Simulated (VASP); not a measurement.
# KMgF3 (Pm-3m) in VASP: a series of runs

The runs below take KMgF3 through relaxation of cell and atoms, single point, with PBE+D4, RPBE.

Program: VASP 6.6.1. These are calculated values, not measurements. Logs are shortened: lines on timing, memory, paths and dates and some standing lists are left out, and cuts for length are marked.

**1. The cell of the first run**

The structure is cubic, space group Pm-3m (No. 221). The conventional cell has a = 3.986 Å, b = 3.986 Å, c = 3.986 Å, α = 90.00°, β = 90.00°, γ = 90.00°. K (site symmetry m-3m) has 12 F at 2.82 Å and 8 Mg at 3.45 Å within 3.7 Å. Mg (site symmetry m-3m) has 6 F at 1.99 Å within 2.6 Å. F (site symmetry 4/mmm) has 2 Mg at 1.99 Å within 2.6 Å.

**2. Relaxation of cell and atoms, PBE+D4**

The input, INCAR:

```
SYSTEM = KMgF3
PREC = Accurate ; ENCUT = 600
EDIFF = 1E-6 ; ISMEAR = 0
SIGMA = 0.01 ; LREAL = .False.
LASPH = .True. ; NELM = 100
ALGO = Normal ; ISIF = 3
LWAVE = .False. ; LCHARG = .False.
GGA = PE ; IVDW = 13
IBRION = 2 ; NSW = 100
EDIFFG = -0.02
```

The input, KPOINTS:

```
Automatic mesh
0
Gamma
  6 6 6
  0 0 0
```

The input, POSCAR:

```
KMgF3
1.0
    3.9859000000      0.0000000000      0.0000000000
    0.0000000000      3.9859000000      0.0000000000
    0.0000000000      0.0000000000      3.9859000000
K Mg F
1 1 3
Direct
    0.5000000000      0.5000000000      0.5000000000
    0.0000000000      0.0000000000      0.0000000000
    0.5000000000      0.0000000000      0.0000000000
    0.0000000000      0.5000000000      0.0000000000
    0.0000000000      0.0000000000      0.5000000000
```

Potentials or basis: VASP PAW PBE potentials, release 64 (K_sv, Mg, F).

On the command line:

```sh
$ cat potpaw_PBE.64/K_sv/POTCAR potpaw_PBE.64/Mg/POTCAR potpaw_PBE.64/F/POTCAR > POTCAR
$ mpirun -np 1 vasp_std > vasp.out
```

OUTCAR:

```text
SYSTEM = KMgF3
   PREC = Accurate
   ENCUT = 600
   EDIFF = 1E-6
   ISMEAR = 0
   LREAL = .False.
   LASPH = .True.
   NELM = 100
   ISIF = 3
   GGA = PE
   IVDW = 13
   IBRION = 2
   NSW = 100
   EDIFFG = -0.02

 ion  position               nearest neighbor table
   1  0.500  0.500  0.500-   3 2.82   4 2.82   5 2.82   3 2.82   4 2.82   3 2.82   5 2.82   3 2.82
                             4 2.82   5 2.82   4 2.82   5 2.82   2 3.45   2 3.45   2 3.45   2 3.45
   2  0.000  0.000  0.000-   3 1.99   4 1.99   5 1.99   5 1.99   4 1.99   3 1.99   1 3.45   1 3.45
                             1 3.45   1 3.45   1 3.45   1 3.45   1 3.45   1 3.45
   3  0.500  0.000  0.000-   2 1.99   2 1.99   1 2.82   1 2.82   1 2.82   1 2.82
   4  0.000  0.500  0.000-   2 1.99   2 1.99   1 2.82   1 2.82   1 2.82   1 2.82
   5  0.000  0.000  0.500-   2 1.99   2 1.99   1 2.82   1 2.82   1 2.82   1 2.82

  LATTYP: Found a simple cubic cell.
 ALAT       =     3.9859000000

  Lattice vectors:

 A1 = (   3.9859000000,   0.0000000000,   0.0000000000)
 A2 = (   0.0000000000,   3.9859000000,   0.0000000000)
 A3 = (   0.0000000000,   0.0000000000,   3.9859000000)

Analysis of symmetry for initial positions (statically):
=====================================================================
 Subroutine PRICEL returns:
 Original cell was already a primitive cell.

 Routine SETGRP: Setting up the symmetry group for a
 simple cubic supercell.

 Subroutine GETGRP returns: Found 48 space group operations
 (whereof 48 operations were pure point group operations)
 out of a pool of 48 trial point group operations.

The static configuration has the point symmetry O_h .

Analysis of symmetry for dynamics (positions and initial velocities):
=====================================================================
 Subroutine PRICEL returns:
 Original cell was already a primitive cell.

 Routine SETGRP: Setting up the symmetry group for a
 simple cubic supercell.

 Subroutine GETGRP returns: Found 48 space group operations
 (whereof 48 operations were pure point group operations)
 out of a pool of 48 trial point group operations.

The dynamic configuration has the point symmetry O_h .

 Subroutine INISYM returns: Found 48 space group operations
 (whereof 48 operations are pure point group operations),
 and found     1 'primitive' translations

----------------------------------------------------------------------------------------

                                     Primitive cell

  volume of cell :      63.3256

  direct lattice vectors                    reciprocal lattice vectors
     3.985900000  0.000000000  0.000000000     0.250884367  0.000000000  0.000000000
     0.000000000  3.985900000  0.000000000     0.000000000  0.250884367  0.000000000
     0.000000000  0.000000000  3.985900000     0.000000000  0.000000000  0.250884367

  length of vectors
     3.985900000  3.985900000  3.985900000     0.250884367  0.250884367  0.250884367

  position of ions in fractional coordinates (direct lattice)
     0.500000000  0.500000000  0.500000000
     0.000000000  0.000000000  0.000000000
     0.500000000  0.000000000  0.000000000
     0.000000000  0.500000000  0.000000000
     0.000000000  0.000000000  0.500000000

  ion indices of the primitive-cell ions
   primitive index   ion index
                 1           1
                 2           2
                 3           3
                 4           4
                 5           5

----------------------------------------------------------------------------------------

 KPOINTS: Automatic mesh

Automatic generation of k-mesh.
 Grid dimensions read from file:
 generate k-points for:    6    6    6

 Generating k-lattice:

  Cartesian coordinates                     Fractional coordinates (reciprocal lattice)
     0.041814061  0.000000000  0.000000000     0.166666667  0.000000000  0.000000000
     0.000000000  0.041814061  0.000000000     0.000000000  0.166666667  0.000000000
     0.000000000  0.000000000  0.041814061     0.000000000  0.000000000  0.166666667

  Length of vectors
     0.041814061  0.041814061  0.041814061

  Shift w.r.t. Gamma in fractional coordinates (k-lattice)
     0.000000000  0.000000000  0.000000000

 Subroutine IBZKPT returns following result:
 ===========================================

 Found     20 irreducible k-points:

 Following reciprocal coordinates:
            Coordinates               Weight
  0.000000  0.000000  0.000000      1.000000
  0.166667  0.000000  0.000000      6.000000
  0.333333  0.000000  0.000000      6.000000
  0.500000  0.000000  0.000000      3.000000
  0.166667  0.166667  0.000000     12.000000
  0.333333  0.166667  0.000000     24.000000
[... 12 lines left out ...]
  0.500000  0.500000  0.333333      6.000000
  0.500000  0.500000  0.500000      1.000000
   k-points           NKPTS =     20   k-points in BZ     NKDIM =     20   number of bands    NBANDS=     20
   number of dos      NEDOS =    301   number of ions     NIONS =      5
   total plane-waves  NPLWV =  32768
   dimension x,y,z NGX =    32 NGY =   32 NGZ =   32
   dimension x,y,z NGXF=    64 NGYF=   64 NGZF=   64
   ions per type =               1   1   3
   NGX,Y,Z   is equivalent  to a cutoff of  13.35, 13.35, 13.35 a.u.
   NGXF,Y,Z  is equivalent  to a cutoff of  26.69, 26.69, 26.69 a.u.
 SYSTEM =  KMgF3
   PREC   = accura    normal or accurate (medium, high low for compatibility)
   ISTART =      0    job   : 0-new  1-cont  2-samecut
   ICHARG =      2    charge: 1-file 2-atom 10-const
   ISPIN  =      1    spin polarized calculation?
   LNONCOLLINEAR =      F non collinear calculations
   LSORBIT =      F    spin-orbit coupling
   LASPH  =      T    aspherical Exc in radial PAW
   ENCUT  =  600.0 eV  44.10 Ry    6.64 a.u.   7.96  7.96  7.96*2*pi/ulx,y,z
   NELM   =    100;   NELMIN=  2; NELMDL= -5     # of ELM steps
   EDIFF  = 0.1E-05   stopping-criterion for ELM
   LREAL  =      F    real-space projection
   EDIFFG = -.2E-01   stopping-criterion for IOM
   NSW    =    100    number of steps for IOM
   IBRION =      2    ionic relax: 0-MD 1-quasi-New 2-CG
   NFREE  =      1    steps in history (QN), initial steepest desc. (CG)
   ISIF   =      3    stress and relaxation
   ISYM   =      2    0-nonsym 1-usesym 2-fastsym
   POTIM  = 0.5000    time-step for ionic-motion
   TEBEG  =    0.0;   TEEND  =   0.0 temperature during run
   PSTRESS=    0.0 pullay stress
   NELECT =      32.0000    total number of electrons
   NUPDOWN=      -1.0000    fix difference up-down
   EMIN   =  10.00;   EMAX   =-10.00  energy-range for DOS
   EFERMI =   0.00;   METHOD = LEGACY
   ISMEAR =     0;   SIGMA  =   0.01  broadening in eV -4-tet -1-fermi 0-gaus
   EFERMI_NEDOS =   21; number of points for ismear=-14 and -15
   IALGO  =     38    algorithm
   IMIX   =      4    mixing-type and parameters
     AMIX     =   0.40;   BMIX     =  1.00
     AMIX_MAG =   1.60;   BMIX_MAG =  1.00
  volume/ion in A,a.u.               =      12.67        85.47
  Fermi-wavevector in a.u.,A,eV,Ry     =   1.303962  2.464132 23.134232  1.700318
  Thomas-Fermi vector in A             =   2.434930
   LORBIT       =      0    0 simple, 1 ext, 2 COOP (PROOUT), +10 PAW based schemes
   GGA     = PE    functional components
   LHFCALC =     F    Hartree Fock is set to
   AEXX    =    0.0000 exact exchange contribution
   IVDW    =    13    specifies the selected vdW correction
   LEPSILON=     F    determine dielectric tensor
   LRPA    =     F    only Hartree local field effects (RPA)
 conjugate gradient relaxation of ions
 non-spin polarized calculation
 Gauss-broadening in eV      SIGMA  =   0.01
  energy-cutoff  :      600.00
  volume of cell :       63.33
 maximum number of plane-waves:      2176
 NGX is ok and might be reduce to    32
   NGX = 15   NGY = 15   NGZ = 15

--------------------------------------- Ionic step        1  -------------------------------------------

 number of electron      32.0000010 magnetization

 Free energy of the ion-electron system (eV)
  ---------------------------------------------------
  ext. energy  EPLUGINS =         0.00000000
  ---------------------------------------------------
  free energy    TOTEN  =       -24.42216180 eV

  energy without entropy =      -24.42216180  energy(sigma->0) =      -24.42216180

------------------------ aborting loop because EDIFF is reached ----------------------------------------

  DFT-D4 for vdW energy calculation

  Edisp (eV):   -0.44092

  FORCE on cell =-STRESS in cart. coord.  units (eV):
  Direction    XX          YY          ZZ          XY          YZ          ZX
  --------------------------------------------------------------------------------------
  -------------------------------------------------------------------------------------
  Total       0.85526     0.85526     0.85526    -0.00000    -0.00000     0.00000
  in kB      21.63860    21.63860    21.63860    -0.00000    -0.00000     0.00000
  external pressure =       21.64 kB  Pullay stress =        0.00 kB
[... 67 lines left out ...]
  energy  without entropy=      -24.8750546877  energy(sigma->0) =      -24.87505469

--------------------------------------- Ionic step        3  -------------------------------------------

 number of electron      32.0000035 magnetization

 Free energy of the ion-electron system (eV)
  ---------------------------------------------------
  ext. energy  EPLUGINS =         0.00000000
  ---------------------------------------------------
  free energy    TOTEN  =       -24.44677482 eV

  energy without entropy =      -24.44677482  energy(sigma->0) =      -24.44677482

 E-fermi :  -1.6169     XC(G=0):  -9.5393

 val. band max:       -1.7491566202   @ k =   0.5000   0.5000   0.5000
 cond. band min:       5.3387503700   @ k =   0.0000   0.0000   0.0000
 fundamental gap:      7.0879069902
 Fermi energy:        -1.6169237152

 k-point     1 :       0.0000    0.0000    0.0000
  band No.  band energies     occupation
      1     -27.4607      2.00000
      2     -21.7923      2.00000
      3     -21.1758      2.00000
      4     -21.1758      2.00000
      5     -10.9493      2.00000
      6     -10.9493      2.00000
[... 12 lines left out ...]
     19       8.2928      0.00000
[... 472 lines left out ...]
  FREE ENERGIE OF THE ION-ELECTRON SYSTEM (eV)
  ---------------------------------------------------
  free  energy   TOTEN  =       -24.8753399032 eV

  energy  without entropy=      -24.8753399032  energy(sigma->0) =      -24.87533990

 reached required accuracy - stopping structural energy minimisation
```

Run time: 34 s. Hardware: 1 thread of AMD EPYC 9R45 (Zen 5), shared host; peak memory 0.17 GiB.

Results:

| Item | Value |
| --- | --- |
| Free energy | -24.8753 eV |
| Relaxed volume | 13.04 Å³/atom |
| Relaxed cell | a = 4.025 Å, b = 4.025 Å, c = 4.025 Å, α = 90.00°, β = 90.00°, γ = 90.00° |
| Space group after relaxing (to 0.05 Å) | Pm-3m (No. 221) |
| Energy gained by relaxing | 2.5 meV/atom |
| Ionic steps | 3 |
| Pressure after relaxing | 0.0 GPa |
| Band gap on the k mesh | 7.09 eV, indirect (least direct gap 7.41 eV) |
| Dispersion energy per atom | -0.086 eV |

The path:
```
step  energy change (eV)  largest force (eV/Å)  pressure (GPa)  volume (Å³)
   1              0.0000                0.0000            2.16        63.33
   2             -0.0120                0.0000            0.31        64.91
   3             -0.0123                0.0000           -0.01        65.21
```

Final structure:
```xyz
5
Lattice="4.0250 0.0000 0.0000 0.0000 4.0250 0.0000 0.0000 0.0000 4.0250" Properties=species:S:1:pos:R:3 pbc="T T T"
K     2.0125    2.0125    2.0125
Mg    0.0000    0.0000    0.0000
F     2.0125    0.0000    0.0000
F     0.0000    2.0125    0.0000
F     0.0000    0.0000    2.0125
```

A k mesh can miss the band edges. As with any semilocal functional, this PBE gap is likely too small.

(Continued in part 2 of 2.)
